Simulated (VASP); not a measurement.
# WS2: single point with PBEsol

WS2:

```
W S
1.0
     1.59978    0.92363    6.24444
    -1.59978    0.92363    6.24444
     0.00000   -1.84727    6.24444
W S
1 2
Cartesian
  0.0000 0.0000 0.0000
  0.0000 0.0000 14.0556
  0.0000 0.0000 10.8841
```

- Program: VASP 6.6.1
- Task: single point
- Functional: PBEsol
- Potentials or basis: VASP PAW PBE potentials, release 64 (W_sv, S)
- Cutoff: 520 eV
- k mesh: 15 × 15 × 15
- Occupations: fermi-dirac, width 0.03 eV
- Spin: no spin polarisation

- Pressure: -6.5 GPa
- Largest force: 0.981 eV/Å
- Band gap on the k mesh: 1.06 eV (least direct gap 1.80 eV)

Forces on the atoms (eV/Å):
```
W    0.000  0.000 -0.548
S    0.000  0.000 -0.433
S    0.000  0.000  0.981
```

Stress tensor (GPa, compression positive):
```
-6.70  0.00  0.00
 0.00 -6.70  0.00
 0.00  0.00 -6.21
```

Levels at points of the mesh, in eV from the valence-band top:
| k point | band 9 | band 10 | band 11 | band 12 | band 13 | band 14 | band 15 | band 16 | band 17 | band 18 |
| --- | --- | --- | --- | --- | --- | --- | --- | --- | --- | --- |
| (0.00, 0.00, 0.00) | -3.35 | -2.17 | -2.17 | -1.51 | -1.09 | 2.15 | 2.15 | 2.45 | 2.45 | 4.47 |

Wall time 7.3 min on 1 thread of Intel(R) Xeon(R) 6975P-C (Granite Rapids) (shared host), peak memory 0.57 GiB.

Caveat: the cell stands under tension; the PAW data sets were made with another functional, which shifts forces and pressure a little; spin-orbit coupling is left out, which moves the levels of the heavy elements; an odd mesh through Γ misses points on the zone boundary, where band edges can lie.
